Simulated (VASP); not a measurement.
Wanted: the native input for a VASP 6.6.1 run.

- Task: relaxation of cell and atoms
- Functional: r2SCAN
- Potentials or basis: VASP PAW PBE potentials, release 64 (Ba_sv, S)
- Cutoff: 600 eV
- k mesh: 6 × 6 × 6
- Occupations: gaussian, width 0.01 eV
- Spin: no spin polarisation
- Target pressure: 5 GPa
- Dipole correction: no
- Further INCAR settings: ALGO = Normal; EDIFF = 1e-06; IBRION = 2; EDIFFG = -0.002; NSW = 100; ISIF = 3

Crystal: BaS.

```
Ba S
1.0
     0.00000    3.21270    3.21270
     3.21270    0.00000    3.21270
     3.21270    3.21270    0.00000
Ba S
1 1
Direct
  0.00000 0.00000 0.00000
  0.50000 0.50000 0.50000
```

One way to write it, as run:

POSCAR

```
BaS
1.0
    0.0000000000      3.2126961047      3.2126961047
    3.2126961047      0.0000000000      3.2126961047
    3.2126961047      3.2126961047      0.0000000000
Ba S
1 1
Direct
    0.0000000000      0.0000000000      0.0000000000
    0.5000000000      0.5000000000      0.5000000000
```

INCAR.step1

```
ALGO = Normal
EDIFF = 1E-4
ENCUT = 600
GGA = PE
ISMEAR = 0
LASPH = T
LCHARG = F
LREAL = F
LWAVE = T
NELM = 60
PREC = Accurate
SIGMA = 0.01
```

INCAR.step2

```
ALGO = Normal
EDIFF = 1E-6
EDIFFG = -0.002
ENCUT = 600
IBRION = 2
ISIF = 3
ISMEAR = 0
ISTART = 1
LASPH = T
LCHARG = F
LMIXTAU = T
LREAL = F
LWAVE = F
METAGGA = R2SCAN
NELM = 60
NSW = 100
PREC = Accurate
PSTRESS = 50.0
SIGMA = 0.01
```

KPOINTS

```
k-points
0
Gamma
  6 6 6
```

Potentials or basis: VASP PAW PBE potentials, release 64 (Ba_sv, S).

Run with:

```sh
$ cat potpaw_PBE.64/Ba_sv/POTCAR potpaw_PBE.64/S/POTCAR > POTCAR
$ cp INCAR.step1 INCAR
$ mpirun -np 1 vasp_std > vasp.out
$ cp INCAR.step2 INCAR
$ mpirun -np 1 vasp_std > vasp.out
```

It gave:

```
Relaxed volume                                         : 30.62 Å³/atom
Relaxed cell                                           : a = 4.424 Å, b = 4.424 Å, c = 4.424 Å, α = 60.00°, β = 60.00°, γ = 60.00°
Space group after relaxing (to 0.05 Å)                 : Fm-3m (No. 225)
Energy change on relaxing (the enthalpy is what falls) : +41.6 meV/atom
Ionic steps                                            : 6
Pressure after relaxing                                : 5.0 GPa
Band gap on the k mesh                                 : 2.35 eV, indirect (least direct gap 2.44 eV)
```

Caveat: the cell is relaxed towards a set pressure, so the enthalpy falls and the energy may rise; the PAW data sets were made with another functional, which shifts forces and pressure a little; spin-orbit coupling is left out, which moves the levels of the heavy elements.

Run time: 2.1 min on 1 thread of Intel(R) Xeon(R) 6975P-C (Granite Rapids), with other jobs on the host, peak memory 0.24 GiB.
